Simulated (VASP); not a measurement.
# SnTe (zincblende type) (F-43m) in VASP: a series of runs

The runs below take SnTe (zincblende type) through electric field gradients, with PBE.

Program: VASP 6.6.1. These are calculated values, not measurements. Logs are shortened: lines on timing, memory, paths and dates and some standing lists are left out, and cuts for length are marked.

## 1. The cell of the first run

The structure is cubic, space group F-43m (No. 216). The conventional cell has a = 7.067 Å, b = 7.067 Å, c = 7.067 Å, α = 90.00°, β = 90.00°, γ = 90.00°. Within 4.0 Å of Sn (site symmetry -43m) lie 4 Te at 3.06 Å. Te (site symmetry -43m) has 4 Sn at 3.06 Å within 4.0 Å.

## 2. Electric field gradients, PBE (volume scaled by 0.9405)

INCAR

```
PREC = Accurate
ENCUT = 520
EDIFF = 1E-8
ISMEAR = -1
SIGMA = 0.05
LREAL = False
LASPH = True
NELM = 80
ALGO = Normal
ISIF = 2
LWAVE = False
LCHARG = False
GGA = PE
LEFG = True
NBANDS = 17
```

KPOINTS

```
regular mesh
0
Gamma
  9 9 9
```

POSCAR

```
SnTe
1.0
    0.0000000000      3.5337391279      3.5337391279
    3.5337391279      0.0000000000      3.5337391279
    3.5337391279      3.5337391279      0.0000000000
Sn Te
1 1
Direct
    0.0000000000      0.0000000000      0.0000000000
    0.2500000000      0.2500000000      0.2500000000
```

Potentials or basis: VASP PAW PBE potentials, release 64 (Sn_d, Te).

Run with:

```sh
> cat potpaw_PBE.64/Sn_d/POTCAR potpaw_PBE.64/Te/POTCAR > POTCAR
> mpirun -np 1 vasp_std > vasp.out
```

OUTCAR:

```text
PREC = Accurate
   ENCUT = 520
   EDIFF = 1E-8
   ISMEAR = -1
   LREAL = False
   LASPH = True
   NELM = 80
   ISIF = 2
   GGA = PE

 ion  position               nearest neighbor table
   1  0.000  0.000  0.000-   2 3.06   2 3.06   2 3.06   2 3.06
   2  0.250  0.250  0.250-   1 3.06   1 3.06   1 3.06   1 3.06

  LATTYP: Found a face centered cubic cell.
 ALAT       =     7.0674782558

  Lattice vectors:

 A1 = (   0.0000000000,   3.5337391279,   3.5337391279)
 A2 = (   3.5337391279,   0.0000000000,   3.5337391279)
 A3 = (   3.5337391279,   3.5337391279,   0.0000000000)

Analysis of symmetry for initial positions (statically):
=====================================================================
 Subroutine PRICEL returns:
 Original cell was already a primitive cell.

 Routine SETGRP: Setting up the symmetry group for a
 face centered cubic supercell.

 Subroutine GETGRP returns: Found 24 space group operations
 (whereof 24 operations were pure point group operations)
 out of a pool of 48 trial point group operations.

The static configuration has the point symmetry T_d .

Analysis of symmetry for dynamics (positions and initial velocities):
=====================================================================
 Subroutine PRICEL returns:
 Original cell was already a primitive cell.

 Routine SETGRP: Setting up the symmetry group for a
 face centered cubic supercell.

 Subroutine GETGRP returns: Found 24 space group operations
 (whereof 24 operations were pure point group operations)
 out of a pool of 48 trial point group operations.

The dynamic configuration has the point symmetry T_d .

 Subroutine INISYM returns: Found 24 space group operations
 (whereof 24 operations are pure point group operations),
 and found     1 'primitive' translations

----------------------------------------------------------------------------------------

                                     Primitive cell

  volume of cell :      88.2538

  direct lattice vectors                    reciprocal lattice vectors
     0.000000000  3.533739128  3.533739128    -0.141493184  0.141493184  0.141493184
     3.533739128  0.000000000  3.533739128     0.141493184 -0.141493184  0.141493184
     3.533739128  3.533739128  0.000000000     0.141493184  0.141493184 -0.141493184

  length of vectors
     4.997461801  4.997461801  4.997461801     0.245073383  0.245073383  0.245073383

  position of ions in fractional coordinates (direct lattice)
     0.000000000  0.000000000  0.000000000
     0.250000000  0.250000000  0.250000000

  ion indices of the primitive-cell ions
   primitive index   ion index
                 1           1
                 2           2

----------------------------------------------------------------------------------------

 KPOINTS: regular mesh

Automatic generation of k-mesh.
 Grid dimensions read from file:
 generate k-points for:    9    9    9

 Generating k-lattice:

  Cartesian coordinates                     Fractional coordinates (reciprocal lattice)
    -0.015721465  0.015721465  0.015721465     0.111111111  0.000000000  0.000000000
     0.015721465 -0.015721465  0.015721465     0.000000000  0.111111111  0.000000000
     0.015721465  0.015721465 -0.015721465     0.000000000  0.000000000  0.111111111

  Length of vectors
     0.027230376  0.027230376  0.027230376

  Shift w.r.t. Gamma in fractional coordinates (k-lattice)
     0.000000000  0.000000000  0.000000000

 Subroutine IBZKPT returns following result:
 ===========================================

 Found     35 irreducible k-points:

 Following reciprocal coordinates:
            Coordinates               Weight
  0.000000  0.000000  0.000000      1.000000
  0.111111  0.000000  0.000000      8.000000
  0.222222  0.000000  0.000000      8.000000
  0.333333  0.000000  0.000000      8.000000
  0.444444  0.000000  0.000000      8.000000
  0.111111  0.111111  0.000000      6.000000
[... 16 lines left out ...]
 -0.333333  0.333333  0.000000     12.000000
  0.444444  0.444444  0.000000      6.000000
 [... further k-points ...]
   k-points           NKPTS =     35   k-points in BZ     NKDIM =     35   number of bands    NBANDS=     17
   number of dos      NEDOS =    301   number of ions     NIONS =      2
   total plane-waves  NPLWV =  64000
   dimension x,y,z NGX =    40 NGY =   40 NGZ =   40
   dimension x,y,z NGXF=    80 NGYF=   80 NGZF=   80
   ions per type =               1   1
   NGX,Y,Z   is equivalent  to a cutoff of  13.31, 13.31, 13.31 a.u.
   NGXF,Y,Z  is equivalent  to a cutoff of  26.61, 26.61, 26.61 a.u.
 SYSTEM =  unknown system
   PREC   = accura    normal or accurate (medium, high low for compatibility)
   ISTART =      0    job   : 0-new  1-cont  2-samecut
   ICHARG =      2    charge: 1-file 2-atom 10-const
   ISPIN  =      1    spin polarized calculation?
   LNONCOLLINEAR =      F non collinear calculations
   LSORBIT =      F    spin-orbit coupling
   LASPH  =      T    aspherical Exc in radial PAW
   ENCUT  =  520.0 eV  38.22 Ry    6.18 a.u.   9.29  9.29  9.29*2*pi/ulx,y,z
   NELM   =     80;   NELMIN=  2; NELMDL= -5     # of ELM steps
   EDIFF  = 0.1E-07   stopping-criterion for ELM
   LREAL  =      F    real-space projection
   EDIFFG = 0.1E-06   stopping-criterion for IOM
   NSW    =      0    number of steps for IOM
   IBRION =     -1    ionic relax: 0-MD 1-quasi-New 2-CG
   NFREE  =      0    steps in history (QN), initial steepest desc. (CG)
   ISIF   =      2    stress and relaxation
   ISYM   =      2    0-nonsym 1-usesym 2-fastsym
   POTIM  = 0.5000    time-step for ionic-motion
   TEBEG  =    0.0;   TEEND  =   0.0 temperature during run
   PSTRESS=    0.0 pullay stress
   NELECT =      20.0000    total number of electrons
   NUPDOWN=      -1.0000    fix difference up-down
   EMIN   =  10.00;   EMAX   =-10.00  energy-range for DOS
   EFERMI =   0.00;   METHOD = LEGACY
   ISMEAR =    -1;   SIGMA  =   0.05  broadening in eV -4-tet -1-fermi 0-gaus
   EFERMI_NEDOS =   21; number of points for ismear=-14 and -15
   IALGO  =     38    algorithm
   IMIX   =      4    mixing-type and parameters
     AMIX     =   0.40;   BMIX     =  1.00
     AMIX_MAG =   1.60;   BMIX_MAG =  1.00
  volume/ion in A,a.u.               =      44.13       297.78
  Fermi-wavevector in a.u.,A,eV,Ry     =   0.998099  1.886134 13.554149  0.996202
  Thomas-Fermi vector in A             =   2.130300
   LORBIT       =      0    0 simple, 1 ext, 2 COOP (PROOUT), +10 PAW based schemes
   GGA     = PE    functional components
   LHFCALC =     F    Hartree Fock is set to
   AEXX    =    0.0000 exact exchange contribution
   IVDW    =     0    specifies the selected vdW correction
   LEPSILON=     F    determine dielectric tensor
   LRPA    =     F    only Hartree local field effects (RPA)
 non-spin polarized calculation
  energy-cutoff  :      520.00
  volume of cell :       88.25
 maximum number of plane-waves:      2421
 NGX is ok and might be reduce to    40
   NGX = 19   NGY = 19   NGZ = 19

 number of electron      20.0000001 magnetization

 Free energy of the ion-electron system (eV)
  ---------------------------------------------------
  ext. energy  EPLUGINS =         0.00000000
  ---------------------------------------------------
  free energy    TOTEN  =        -7.03639284 eV

  energy without entropy =       -7.03322764  energy(sigma->0) =       -7.03481024

 E-fermi :   3.8149     XC(G=0):  -7.7144

 val. band max:        3.7791368134   @ k =   0.4444   0.4444   0.0000
 cond. band min:       3.8978400517   @ k =   0.3333   0.3333   0.0000
 fundamental gap:      0.1187032383
 Fermi energy:         3.8149333969

 k-point     1 :       0.0000    0.0000    0.0000
  band No.  band energies     occupation
      1     -18.0590      2.00000
      2     -18.0590      2.00000
      3     -18.0590      2.00000
      4     -18.0461      2.00000
      5     -18.0461      2.00000
      6      -8.1264      2.00000
[... 9 lines left out ...]
     16      10.1890      0.00000
     17      11.3605      0.00000

 k-point     2 :       0.1111    0.0000    0.0000
  band No.  band energies     occupation
      1     -18.0593      2.00000
      2     -18.0588      2.00000
      3     -18.0588      2.00000
      4     -18.0460      2.00000
      5     -18.0460      2.00000
      6      -8.0669      2.00000
[... 9 lines left out ...]
     16       9.8298      0.00000
     17      11.0498      0.00000

 k-point     3 :       0.2222    0.0000    0.0000
  band No.  band energies     occupation
      1     -18.0598      2.00000
      2     -18.0582      2.00000
      3     -18.0582      2.00000
      4     -18.0460      2.00000
      5     -18.0460      2.00000
      6      -7.9038      2.00000
[... 9 lines left out ...]
     16       9.5700      0.00000
     17      10.8678      0.00000

 k-point     4 :       0.3333    0.0000    0.0000
  band No.  band energies     occupation
      1     -18.0605      2.00000
      2     -18.0576      2.00000
      3     -18.0576      2.00000
      4     -18.0459      2.00000
      5     -18.0459      2.00000
      6      -7.6899      2.00000
[... 9 lines left out ...]
     16       9.8124      0.00000
     17      11.2719      0.00000

 k-point     5 :       0.4444    0.0000    0.0000
  band No.  band energies     occupation
      1     -18.0609      2.00000
      2     -18.0573      2.00000
      3     -18.0573      2.00000
      4     -18.0458      2.00000
      5     -18.0458      2.00000
      6      -7.5271      2.00000
[... 9 lines left out ...]
     16      10.5026      0.00000
     17      10.5186      0.00000

 k-point     6 :       0.1111    0.1111    0.0000
  band No.  band energies     occupation
      1     -18.0596      2.00000
      2     -18.0586      2.00000
      3     -18.0586      2.00000
      4     -18.0462      2.00000
      5     -18.0459      2.00000
      6      -8.0468      2.00000
[... 9 lines left out ...]
     16      10.3126      0.00000
     17      11.6234      0.00000
[... 281 lines left out ...]
 k-point    21 :       0.4444    0.3333    0.0000
  band No.  band energies     occupation
      1     -18.0631      2.00000
      2     -18.0558      2.00000
      3     -18.0557      2.00000
      4     -18.0469      2.00000
      5     -18.0451      2.00000
      6      -7.3749      2.00000
[... 9 lines left out ...]
     16      11.5627      0.00000
     17      12.4279      0.00000

 k-point    22 :      -0.4444    0.3333    0.0000
  band No.  band energies     occupation
      1     -18.0628      2.00000
      2     -18.0559      2.00000
      3     -18.0557      2.00000
      4     -18.0467      2.00000
      5     -18.0453      2.00000
      6      -7.2852      2.00000
[... 9 lines left out ...]
     16      10.7745      0.00000
     17      12.9692      0.00000

 k-point    23 :      -0.3333    0.3333    0.0000
  band No.  band energies     occupation
      1     -18.0621      2.00000
      2     -18.0564      2.00000
      3     -18.0560      2.00000
      4     -18.0463      2.00000
      5     -18.0456      2.00000
      6      -7.3125      2.00000
[... 9 lines left out ...]
     16      11.3475      0.00000
     17      12.8582      0.00000

 k-point    24 :       0.4444    0.4444    0.0000
  band No.  band energies     occupation
      1     -18.0638      2.00000
      2     -18.0553      2.00000
      3     -18.0553      2.00000
      4     -18.0471      2.00000
      5     -18.0450      2.00000
      6      -7.2820      2.00000
[... 9 lines left out ...]
     16      12.0310      0.00000
     17      12.1990      0.00000

 [... further k-points ...]
[... 5 lines left out ...]
  --------------------------------------------------------------------------------------
  -------------------------------------------------------------------------------------
  Total        0.9234101      0.9234101      0.9234101      0.0000000      0.0000000      0.0000000
  in kB       16.7637724     16.7637724     16.7637724      0.0000000      0.0000000      0.0000000
  external PRESSURE =      16.7637724 kB  Pullay stress =       0.0000000 kB

 VOLUME and BASIS-vectors are now :
 -----------------------------------------------------------------------------
  energy-cutoff  :      520.00
  volume of cell :       88.25
      direct lattice vectors                 reciprocal lattice vectors
     0.000000000  3.533739128  3.533739128    -0.141493184  0.141493184  0.141493184
     3.533739128  0.000000000  3.533739128     0.141493184 -0.141493184  0.141493184
     3.533739128  3.533739128  0.000000000     0.141493184  0.141493184 -0.141493184

 POSITION                                       TOTAL-FORCE (eV/Angst)
 -----------------------------------------------------------------------------------
      0.00000      0.00000      0.00000         0.000000      0.000000      0.000000
      1.76687      1.76687      1.76687        -0.000000     -0.000000     -0.000000
 -----------------------------------------------------------------------------------
    total drift:                               -0.000000     -0.000000     -0.000000

  FREE ENERGIE OF THE ION-ELECTRON SYSTEM (eV)
  ---------------------------------------------------
  free  energy   TOTEN  =        -7.0363928401 eV

  energy  without entropy=       -7.0332276406  energy(sigma->0) =       -7.03481024

 Electric field gradients (V/A^2)
---------------------------------------------------------------------
 ion       V_xx      V_yy      V_zz      V_xy      V_xz      V_yz
---------------------------------------------------------------------
   1      -0.000     0.000     0.000    -0.002    -0.002    -0.002
   2       0.000     0.000     0.000    -0.000    -0.000    -0.000
---------------------------------------------------------------------

 Electric field gradients after diagonalization (V/A^2)
 (convention: |V_zz| > |V_xx| > |V_yy|)
----------------------------------------------------------------------
 ion       V_xx      V_yy      V_zz     asymmetry (V_yy - V_xx)/ V_zz
----------------------------------------------------------------------
   1       0.002     0.002    -0.004       0.000
   2       0.000     0.000    -0.000       0.000
----------------------------------------------------------------------

           NMR quadrupolar parameters

 Cq : quadrupolar parameter    Cq=e*Q*V_zz/h
 eta: asymmetry parameters     (V_yy - V_xx)/ V_zz
 Q  : nuclear electric quadrupole moment in mb (millibarn)
----------------------------------------------------------------------
 ion       Cq(MHz)       eta       Q (mb)
----------------------------------------------------------------------
   1      -0.000       0.000       1.000
   2      -0.000       0.000       1.000
----------------------------------------------------------------------
```

Wall time 42 s (1 thread of AMD EPYC 9R45 (Zen 5), shared host); peak memory 0.23 GiB.

Results:

```
Free energy : -7.0364 eV
Pressure    : 1.7 GPa
```

Caveat: without QUAD_EFG the Cq values of the log hold for a quadrupole moment of 1 mb, not for the nuclei; spin-orbit coupling is left out, which moves the levels of the heavy elements.

(Continued in part 2 of 2.)
